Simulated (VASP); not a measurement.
Runs of VASP 6.6.1 on MoSe. The structure is that of space group Fm-3m (No. 225), or close to it. The cells are those of the table. 

| level | spin | cell | k mesh | grid for exact exchange (PRECFOCK) | screening parameter | share of exact exchange | gap on the mesh (eV) | pressure (GPa) |
| --- | --- | --- | --- | --- | --- | --- | --- | --- |
| PBE | off | a = 4.091 Å, angles 60.0°, 2 atoms | 8 × 8 × 8 | - | - | - | none | -20.3 |
| PBE | off | a = 4.145 Å, angles 60.0°, 2 atoms | 8 × 8 × 8 | - | - | - | none | -20.8 |
| HSE06 | non-collinear, zero start, SOC | a = 4.091 Å, angles 60.0°, 2 atoms | 4 × 4 × 4 | Normal | 0.2079 1/Å | - | - | (b) |
| PBE | off | a = 4.064 Å, angles 60.0°, 2 atoms | 8 × 8 × 8 | - | - | - | none | -19.9 |
| PBE | off | a = 4.036 Å, angles 60.0°, 2 atoms | 8 × 8 × 8 | - | - | - | none | -19.4 |
| PBE | off | a = 4.118 Å, angles 60.0°, 2 atoms | 8 × 8 × 8 | - | - | - | none | -20.6 |
| PBEsol-based screened hybrid | off | a = 3.612 Å, angles 60.0°, 2 atoms | 4 × 4 × 4 | Normal | 0.207 1/Å | 0.25 | none | (a) |
| PBE | off | a = 4.008 Å, angles 60.0°, 2 atoms | 8 × 8 × 8 | - | - | - | none | -18.8 |
| PBE | off | a = 4.171 Å, angles 60.0°, 2 atoms | 8 × 8 × 8 | - | - | - | none | -20.9 |

Alike in all rows: task single point; potentials or basis VASP PAW PBE potentials, release 64 (Mo_sv, Se); cutoff (eV) 520; smearing fermi-dirac 0.05 eV.

Question: Estimate the missing entries.

Answer: (a) 0.1; (b) -14.9.

Caveats: some runs use coarse meshes; the PAW data sets were made with another functional, which shifts forces and pressure a little (some runs).

A k mesh can miss the band edges, and rows without SOC leave out spin-orbit coupling on Mo, Se.

A gap of «none» marks levels without a gap at the run's occupations.
